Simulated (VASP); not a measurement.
# GdN (P6_3/mmc) in VASP: notebook, part 2 of 2

VASP 6.6.1. The steps go on from the part before.

### Step 3. Single point, PBE+U, collinear spin, ferromagnetic start (15.68 Å³/atom)

This run uses another cell than the first one, of 15.68 Å³/atom.

Contents of INCAR:

```
  PREC = Accurate
  ENCUT = 520
  EDIFF = 1E-6
  ISMEAR = 0
  SIGMA = 0.05
  LREAL = F
  LASPH = T
  NELM = 150
  ALGO = Normal
  ISIF = 2
  LWAVE = F
  LCHARG = F
  ISPIN = 2
  MAGMOM = 7.63 7.63 -0.14 -0.14
  LORBIT = 11
  LMAXMIX = 6
  LDAU = T
  LDAUTYPE = 2
  LDAUL = 3 -1
  LDAUU = 6 0
  LDAUJ = 0 0
  LDAUPRINT = 1
  GGA = PE
  NBANDS = 35
```

Contents of KPOINTS:

```
Automatic mesh
0
Gamma
  10 10 6
```

Contents of POSCAR:

```
GdN
1.0
    3.4516433238      0.0000000000      0.0000000000
   -1.7258216619      2.9892108032      0.0000000000
    0.0000000000      0.0000000000      6.0773091702
Gd N
2 2
Direct
    0.0000000000      0.0000000000      0.0000000000
    0.0000000000      0.0000000000      0.5000000000
    0.3333333333      0.6666666667      0.2500000000
    0.6666666667      0.3333333333      0.7500000000
```

Potentials or basis: VASP PAW PBE potentials, release 64 (Gd, N).

Launch:

```sh
cat potpaw_PBE.64/Gd/POTCAR potpaw_PBE.64/N/POTCAR > POTCAR
mpirun -np 1 vasp_std > vasp.out
```

OUTCAR:

```text
PREC = Accurate
   ENCUT = 520
   EDIFF = 1E-6
   ISMEAR = 0
   LREAL = F
   LASPH = T
   NELM = 150
   ISIF = 2
   ISPIN = 2
   LORBIT = 11
   GGA = PE

 ion  position               nearest neighbor table
   1  0.000  0.000  0.000-   3 2.51   4 2.51   3 2.51   4 2.51   4 2.51   3 2.51   2 3.04   2 3.04

   2  0.000  0.000  0.500-   3 2.51   4 2.51   3 2.51   4 2.51   4 2.51   3 2.51   1 3.04   1 3.04

   3  0.333  0.667  0.250-   1 2.51   2 2.51   1 2.51   2 2.51   1 2.51   2 2.51
   4  0.667  0.333  0.750-   1 2.51   2 2.51   1 2.51   2 2.51   1 2.51   2 2.51

  LATTYP: Found a hexagonal cell.
 ALAT       =     3.4516433238
 C/A-ratio  =     1.7607002231

  Lattice vectors:

 A1 = (   3.4516433238,   0.0000000000,   0.0000000000)
 A2 = (  -1.7258216619,   2.9892108032,   0.0000000000)
 A3 = (   0.0000000000,   0.0000000000,   6.0773091702)

Analysis of symmetry for initial positions (statically):
=====================================================================
 Subroutine PRICEL returns:
 Original cell was already a primitive cell.

 Routine SETGRP: Setting up the symmetry group for a
 hexagonal supercell.

 Subroutine GETGRP returns: Found 24 space group operations
 (whereof 12 operations were pure point group operations)
 out of a pool of 24 trial point group operations.

The static configuration has the point symmetry D_3d.
 The point group associated with its full space group is D_6h.

Analysis of symmetry for dynamics (positions and initial velocities):
=====================================================================
 Subroutine PRICEL returns:
 Original cell was already a primitive cell.

 Routine SETGRP: Setting up the symmetry group for a
 hexagonal supercell.

 Subroutine GETGRP returns: Found 24 space group operations
 (whereof 12 operations were pure point group operations)
 out of a pool of 24 trial point group operations.

The dynamic configuration has the point symmetry D_3d.
 The point group associated with its full space group is D_6h.

Analysis of structural, dynamic, and magnetic symmetry:
=====================================================================
[... 227 lines left out ...]
  o =  0.0046  v =  0.0000  0.0000  0.0000  0.0000  0.0000  0.0000  0.0000  0.0000 -0.0000  0.9055 -0.0000  0.0000 -0.4244 -0.0000      0.0000  0.0000  0.0000  0.0000  0.0000  0.0000  0.0000  0.0000  0.0000  0.0000  0.0000  0.0000  0.0000  0.0000
  o =  0.0046  v =  0.0000  0.0000  0.0000  0.0000  0.0000  0.0000  0.0000  0.0000  0.4244  0.0000  0.0000 -0.9055 -0.0000  0.0000      0.0000  0.0000  0.0000  0.0000  0.0000  0.0000  0.0000  0.0000  0.0000  0.0000  0.0000  0.0000  0.0000  0.0000
  o =  0.0100  v =  0.0000  0.0000  0.0000  0.0000  0.0000  0.0000  0.0000  0.7826 -0.0000 -0.0000 -0.6225 -0.0000 -0.0000 -0.0000      0.0000  0.0000  0.0000  0.0000  0.0000  0.0000  0.0000  0.0000  0.0000  0.0000  0.0000  0.0000  0.0000  0.0000
  o =  0.0124  v =  0.0000  0.0000  0.0000  0.0000  0.0000  0.0000  0.0000  0.0000 -0.0001  0.4244 -0.0000 -0.0000  0.9055  0.0000      0.0000  0.0000  0.0000  0.0000  0.0000  0.0000  0.0000  0.0000  0.0000  0.0000  0.0000  0.0000  0.0000  0.0000
  o =  0.0124  v =  0.0000  0.0000  0.0000  0.0000  0.0000  0.0000  0.0000  0.0000  0.9055  0.0000 -0.0000  0.4244  0.0001 -0.0000      0.0000  0.0000  0.0000  0.0000  0.0000  0.0000  0.0000  0.0000  0.0000  0.0000  0.0000  0.0000  0.0000  0.0000
  o =  0.9887  v =  0.3893  0.0000  0.0000  0.9211 -0.0000  0.0000 -0.0000  0.0000  0.0000  0.0000  0.0000  0.0000  0.0000  0.0000      0.0000  0.0000  0.0000  0.0000  0.0000  0.0000  0.0000  0.0000  0.0000  0.0000  0.0000  0.0000  0.0000  0.0000
  o =  0.9904  v =  0.0000 -0.0000 -0.0000  0.0000  0.0000  0.0000  1.0000  0.0000  0.0000  0.0000  0.0000  0.0000  0.0000  0.0000      0.0000  0.0000  0.0000  0.0000  0.0000  0.0000  0.0000  0.0000  0.0000  0.0000  0.0000  0.0000  0.0000  0.0000
  o =  0.9910  v = -0.0000  0.0000 -0.9771  0.0000 -0.0000  0.2127 -0.0000  0.0000  0.0000  0.0000  0.0000  0.0000  0.0000  0.0000      0.0000  0.0000  0.0000  0.0000  0.0000  0.0000  0.0000  0.0000  0.0000  0.0000  0.0000  0.0000  0.0000  0.0000
  o =  0.9910  v =  0.0000 -0.2127 -0.0000  0.0000  0.9771  0.0000 -0.0000  0.0000  0.0000  0.0000  0.0000  0.0000  0.0000  0.0000      0.0000  0.0000  0.0000  0.0000  0.0000  0.0000  0.0000  0.0000  0.0000  0.0000  0.0000  0.0000  0.0000  0.0000
  o =  0.9922  v = -0.9211  0.0000  0.0000  0.3893  0.0000  0.0000  0.0000  0.0000  0.0000  0.0000  0.0000  0.0000  0.0000  0.0000      0.0000  0.0000  0.0000  0.0000  0.0000  0.0000  0.0000  0.0000  0.0000  0.0000  0.0000  0.0000  0.0000  0.0000
  o =  0.9936  v = -0.0000  0.0000 -0.2127  0.0000  0.0000 -0.9771 -0.0000  0.0000  0.0000  0.0000  0.0000  0.0000  0.0000  0.0000      0.0000  0.0000  0.0000  0.0000  0.0000  0.0000  0.0000  0.0000  0.0000  0.0000  0.0000  0.0000  0.0000  0.0000
  o =  0.9936  v =  0.0000  0.9771  0.0000 -0.0000  0.2127  0.0000 -0.0000  0.0000  0.0000  0.0000  0.0000  0.0000  0.0000  0.0000      0.0000  0.0000  0.0000  0.0000  0.0000  0.0000  0.0000  0.0000  0.0000  0.0000  0.0000  0.0000  0.0000  0.0000

 number of electron      46.0000002 magnetization      14.0000388

 Free energy of the ion-electron system (eV)
  ---------------------------------------------------
  ext. energy  EPLUGINS =         0.00000000
  ---------------------------------------------------
  free energy    TOTEN  =       -44.24436576 eV

  energy without entropy =      -44.24401888  energy(sigma->0) =      -44.24419232

 E-fermi :   3.8878     XC(G=0): -11.4830

 val. band max:        3.8574825987   @ k =   0.0000   0.0000   0.0000
 cond. band min:       3.8906863506   @ k =   0.1000   0.0000   0.0000
 fundamental gap:      0.0332037519
 Fermi energy:         3.8877688666

 spin component 1

 k-point     1 :       0.0000    0.0000    0.0000
  band No.  band energies     occupation
      1     -40.3228      1.00000
      2     -40.1590      1.00000
      3     -18.8052      1.00000
      4     -17.3098      1.00000
      5     -17.3098      1.00000
      6     -17.1178      1.00000
[... 1817 lines left out ...]
     34      10.5491      0.00000
     35      11.0775      0.00000

 [... further k-points ...]

------------------------ aborting loop because EDIFF is reached ----------------------------------------

  FORCE on cell =-STRESS in cart. coord.  units (eV):
  Direction    XX          YY          ZZ          XY          YZ          ZX
  --------------------------------------------------------------------------------------
  -------------------------------------------------------------------------------------
  Total        1.1721853      1.1721853      1.1112148      0.0000000      0.0000000     -0.0000000
  in kB       29.9511202     29.9511202     28.3932298      0.0000000      0.0000000     -0.0000000
  external PRESSURE =      29.4318234 kB  Pullay stress =       0.0000000 kB

 VOLUME and BASIS-vectors are now :
 -----------------------------------------------------------------------------
  energy-cutoff  :      520.00
  volume of cell :       62.70
      direct lattice vectors                 reciprocal lattice vectors
     3.451643324  0.000000000  0.000000000     0.289717073  0.167268230  0.000000000
    -1.725821662  2.989210803  0.000000000     0.000000000  0.334536460  0.000000000
     0.000000000  0.000000000  6.077309170     0.000000000  0.000000000  0.164546508

 POSITION                                       TOTAL-FORCE (eV/Angst)
 -----------------------------------------------------------------------------------
      0.00000      0.00000      0.00000        -0.000000      0.000000      0.000000
      0.00000      0.00000      3.03865        -0.000000      0.000000      0.000000
     -0.00000      1.99281      1.51933        -0.000000      0.000000      0.000000
      1.72582      0.99640      4.55798         0.000000     -0.000000     -0.000000
 -----------------------------------------------------------------------------------
    total drift:                               -0.000000     -0.000000      0.000000

  FREE ENERGIE OF THE ION-ELECTRON SYSTEM (eV)
  ---------------------------------------------------
  free  energy   TOTEN  =       -44.2443657582 eV

  energy  without entropy=      -44.2440188807  energy(sigma->0) =      -44.24419232

 total charge

# of ion       s       p       d       f       tot
--------------------------------------------------
    1        2.043   5.662   0.545   6.981  15.231
    2        2.043   5.662   0.545   6.981  15.231
    3        1.246   2.391   0.000   0.000   3.637
    4        1.246   2.391   0.000   0.000   3.637
--------------------------------------------------
tot          6.577  16.106   1.091  13.963  37.736

 magnetization (x)

# of ion       s       p       d       f       tot
--------------------------------------------------
    1       -0.003  -0.082   0.074   6.887   6.876
    2       -0.003  -0.082   0.074   6.887   6.876
    3       -0.008  -0.093   0.000   0.000  -0.101
    4       -0.008  -0.093   0.000   0.000  -0.101
--------------------------------------------------
tot         -0.022  -0.351   0.148  13.775  13.549
```

Wall time 8.6 min (1 thread of Intel Xeon Platinum 8488C (Sapphire Rapids), shared host); peak memory 0.36 GiB.

What came out:

```yaml
Free_energy: -44.2444 eV
Pressure: 2.9 GPa
Band_gap_on_the_k_mesh: zero (filled and empty bands overlap)
Net_moment: 14.00 μB per cell
Site_moments: Gd +6.88; N -0.10 μB
Valence_electrons_inside_the_program's_atomic_spheres: Gd 15.23; N 3.64
```

Levels at points of the mesh, in eV from the Fermi level:
Spin up:
| k point | band 27 | band 28 | band 29 | band 30 | band 31 | band 32 | band 33 | band 34 |
| --- | --- | --- | --- | --- | --- | --- | --- | --- |
| (0.00, 0.00, 0.00) | -2.17 | -0.28 | -0.03 | 0.24 | 0.24 | 2.94 | 2.94 | 3.21 |
| (0.50, 0.00, 0.00) | -2.40 | -1.23 | -0.62 | -0.13 | -0.07 | 2.68 | 5.10 | 6.08 |
| (0.00, 0.00, 0.50) | -1.23 | -1.23 | -1.23 | -1.23 | 2.99 | 2.99 | 3.87 | 3.87 |
| (0.50, 0.00, 0.50) | -1.70 | -1.70 | -1.36 | -1.36 | 1.91 | 1.91 | 5.95 | 5.95 |
Spin down:
```tsv
k point	band 14	band 15	band 16	band 17	band 18	band 19
(0.00, 0.00, 0.00)	-0.55	-0.32	-0.32	0.57	3.79	3.79
(0.50, 0.00, 0.00)	-1.18	-0.67	-0.42	0.72	3.38	4.26
(0.00, 0.00, 0.50)	-1.32	-1.32	-1.32	3.05	3.05	4.25
(0.50, 0.00, 0.50)	-1.70	-1.41	-1.41	2.50	2.50	4.36
```

Eigenvalues of the final occupation matrices:
```tsv
site	spin	trace	eigenvalues
site 1 f	1	6.94	0.99 0.99 0.99 0.99 0.99 0.99 0.99
site 1 f	2	0.05	0.00 0.00 0.00 0.00 0.01 0.01 0.01
site 2 f	1	6.94	0.99 0.99 0.99 0.99 0.99 0.99 0.99
site 2 f	2	0.05	0.00 0.00 0.00 0.00 0.01 0.01 0.01
```

Caveat: spin-orbit coupling is left out, which moves the levels of the heavy elements. The state reached can hang on the start; a lower one may exist.

### Step 4. Single point, PBE+U, collinear spin, ferromagnetic start (17.60 Å³/atom)

This run uses another cell than the first one, of 17.60 Å³/atom.

Contents of INCAR:

```
PREC = Accurate
ENCUT = 520
EDIFF = 1E-7
ISMEAR = 0
SIGMA = 0.05
LREAL = False
LASPH = True
NELM = 150
ALGO = Normal
ISIF = 2
LWAVE = False
LCHARG = True
ISPIN = 2
MAGMOM = 7.67 7.67 -0.15 -0.15
LORBIT = 11
LMAXMIX = 6
LDAU = True
LDAUTYPE = 2
LDAUL = 3 -1
LDAUU = 6 0
LDAUJ = 0 0
LDAUPRINT = 1
GGA = PE
LELF = True
LVHAR = True
NBANDS = 35
```

KPOINTS is that of step 3.

Contents of POSCAR:

```
GdN
1.0
    3.5932328517      0.0000000000      0.0000000000
   -1.7966164259      3.1118309312      0.0000000000
    0.0000000000      0.0000000000      6.2944681428
Gd N
2 2
Direct
    0.0000000000      0.0000000000      0.0000000000
    0.0000000000      0.0000000000      0.5000000000
    0.3333333333      0.6666666667      0.2500000000
    0.6666666667      0.3333333333      0.7500000000
```

Launch:

```sh
cat potpaw_PBE.64/Gd/POTCAR potpaw_PBE.64/N/POTCAR > POTCAR
mpirun -np 1 vasp_std > vasp.out
```

Wall time 19 min (1 thread of Intel Xeon 8259CL, shared host); peak memory 0.38 GiB.

Results (log left out):

```yaml
Free_energy: -44.0353 eV
Pressure: -10.6 GPa
Band_gap_on_the_k_mesh: zero (filled and empty bands overlap)
Net_moment: 14.00 μB per cell
Site_moments: Gd +6.88; N -0.10 μB
Valence_electrons_inside_the_program's_atomic_spheres: Gd 15.14; N 3.58
```

Stress tensor (GPa, compression positive):
```
-10.60   0.00   0.00
  0.00 -10.60   0.00
  0.00   0.00 -10.70
```

Levels at points of the mesh, in eV from the Fermi level:
Spin up:
```csv
k point,band 27,band 28,band 29,band 30,band 31,band 32,band 33,band 34
"(0.00, 0.00, 0.00)",-1.93,-0.17,-0.12,0.16,0.16,2.46,2.69,2.69
"(0.50, 0.00, 0.00)",-2.11,-1.31,-0.81,-0.26,0.01,2.51,4.44,5.09
"(0.00, 0.00, 0.50)",-1.11,-1.11,-1.11,-1.11,2.67,2.67,3.49,3.49
"(0.50, 0.00, 0.50)",-1.61,-1.61,-1.26,-1.26,1.73,1.73,5.18,5.18
```
Spin down:
```
           k point  band 12  band 13  band 14  band 15  band 16  band 17  band 18  band 19  band 20  band 21
(0.00, 0.00, 0.00)    -1.83    -1.83    -0.54    -0.31    -0.31     0.64     2.94     3.52     3.52     3.64
(0.50, 0.00, 0.00)    -2.59    -2.01    -1.27    -0.85    -0.50     0.77     3.18     3.84     3.98     4.00
(0.00, 0.00, 0.50)    -2.45    -1.18    -1.18    -1.18    -1.18     2.83     2.83     3.86     3.86     3.87
(0.50, 0.00, 0.50)    -2.66    -1.60    -1.60    -1.30    -1.30     2.31     2.31     3.91     3.91     4.03
```

Eigenvalues of the final occupation matrices:
```csv
site,spin,trace,eigenvalues
site 1 f,1,6.94,0.99 0.99 0.99 0.99 0.99 0.99 0.99
site 1 f,2,0.04,0.00 0.00 0.00 0.00 0.01 0.01 0.01
site 2 f,1,6.94,0.99 0.99 0.99 0.99 0.99 0.99 0.99
site 2 f,2,0.04,0.00 0.00 0.00 0.00 0.01 0.01 0.01
```

Caveat: the cell stands under tension; spin-orbit coupling is left out, which moves the levels of the heavy elements.

### Step 5. Overview

| cell | gap on the mesh (eV) | pressure (GPa) | moment (μB) |
| --- | --- | --- | --- |
| a = 3.427, b = 3.427, c = 6.040 Å, angles 90.0, 90.0, 120.0°, 4 atoms | none | 6.2 | 14.00 |
| a = 3.452, b = 3.452, c = 6.077 Å, angles 90.0, 90.0, 120.0°, 4 atoms | none | 2.9 | 14.00 |
| a = 3.593, b = 3.593, c = 6.294 Å, angles 90.0, 90.0, 120.0°, 4 atoms | none | -10.6 | 14.00 |

Alike in all rows: task single point; level PBE+U; potentials or basis VASP PAW PBE potentials, release 64 (Gd, N); spin collinear, ferromagnetic start; Gd f U = 6.0 eV; k mesh 10 × 10 × 6; cutoff (eV) 520; smearing gaussian 0.05 eV.

Caveats: spin-orbit coupling is left out, which moves the levels of the heavy elements; the cell stands under pressure (at least some runs); the cell stands under tension (at least some runs).

Absolute energies hang on the potentials; compare differences alone.
